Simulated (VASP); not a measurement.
Write the native input for VASP 6.6.1 that does the following.

| Item | Value |
| --- | --- |
| Task | single point |
| Functional | PBE |
| Potentials or basis | VASP PAW PBE potentials, release 64 (Mg, B) |
| Cutoff | 600 eV |
| k mesh | 18 × 18 × 8 |
| Occupations | gaussian, width 0.1 eV |
| Spin | no spin polarisation |
| Dipole correction | no |
| Further INCAR settings | ALGO = Normal; EDIFF = 1e-06; NBANDS = 13 |

The structure of MgB lies in POSCAR:

```
MgB
1.0
    3.0620423845      0.0000000000      0.0000000000
   -1.5310211923      2.6518064924      0.0000000000
    0.0000000000      0.0000000000      6.7836268292
Mg B
2 2
Direct
    0.3333333333      0.6666666667      0.6929268228
    0.6666666667      0.3333333333      0.3070731772
    0.6666666667      0.3333333333      0.9777870407
    0.3333333333      0.6666666667      0.0222129593
```

These files were run (other wordings do the same):

INCAR

```
SYSTEM = MgB
PREC = Accurate
ENCUT = 600
EDIFF = 1E-6
ISMEAR = 0
SIGMA = 0.1
LREAL = .False.
LASPH = .True.
NELM = 120
ALGO = Normal
ISIF = 2
LWAVE = .False.
LCHARG = .True.
GGA = PE
LELF = .True.
LVHAR = .True.
NBANDS = 13
GGA_COMPAT = .False.
```

KPOINTS

```
Automatic mesh
0
Gamma
  18 18 8
  0 0 0
```

Potentials or basis: VASP PAW PBE potentials, release 64 (Mg, B).

Command:

```sh
$ cat potpaw_PBE.64/Mg/POTCAR potpaw_PBE.64/B/POTCAR > POTCAR
$ mpirun -np 1 vasp_std > vasp.out
```

It gave:

```yaml
Pressure: -0.1 GPa
Largest_force: 0.007 eV/Å
Band_gap_on_the_k_mesh: zero (band 5 reaches 4.91 eV, above the bottom of band 6 at 2.99 eV)
```

It took 2.7 min on 1 thread of AMD EPYC 9R45 (Zen 5), with other jobs on the host, peak memory 0.32 GiB.
